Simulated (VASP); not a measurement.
**Si3Mo: single point with PBE**

Crystal: Si3Mo.

```xyz
4
Lattice="4.2067 0.0000 0.0000 0.0000 4.2067 0.0000 0.0000 0.0000 3.1605" Properties=species:S:1:pos:R:3 pbc="T T T"
Si    2.1033    2.1033    0.0000
Si    2.1033    0.0000    1.5803
Si    0.0000    2.1033    1.5803
Mo    0.0000    0.0000    0.0000
```

| Property | Result |
| --- | --- |
| Program | VASP 6.6.1 |
| Task | single point |
| Functional | PBE |
| Potentials or basis | VASP PAW PBE potentials, release 64 (Si, Mo_sv) |
| Cutoff | 520 eV |
| k mesh | 4 × 4 × 6 |
| Occupations | gaussian, width 0.1 eV |
| Spin | no spin polarisation |

```yaml
Pressure: 0.1 GPa
Band_gap_on_the_k_mesh: zero (band 13 reaches 12.47 eV, above the bottom of band 14 at 10.38 eV)
```

Levels at points of the mesh, in eV from the Fermi level:
```tsv
k point	band 10	band 11	band 12	band 13	band 14	band 15	band 16	band 17
(0.00, 0.00, 0.00)	-2.00	-1.45	-0.76	-0.50	-0.50	1.52	1.52	2.76
(0.50, 0.00, 0.00)	-2.16	-2.06	-1.89	-0.37	1.92	2.01	2.31	2.96
(0.50, 0.50, 0.00)	-1.64	-1.64	-1.46	0.22	1.75	3.41	3.64	3.64
(0.00, 0.00, 0.50)	-3.76	-1.58	-1.58	-0.94	-0.56	0.75	0.87	0.87
(0.50, 0.00, 0.50)	-3.31	-2.64	-1.61	-1.02	-0.32	0.76	2.32	2.50
(0.50, 0.50, 0.50)	-5.59	-3.96	-1.12	-0.76	1.21	1.48	1.48	3.19
```

It took 16 s on 1 thread of Intel(R) Xeon(R) Platinum 8259CL CPU @ 2.50GHz (Skylake/Cascade Lake), on a shared host, peak memory 0.17 GiB.

Caveat: the k points lie up to 0.37 Å⁻¹ apart.
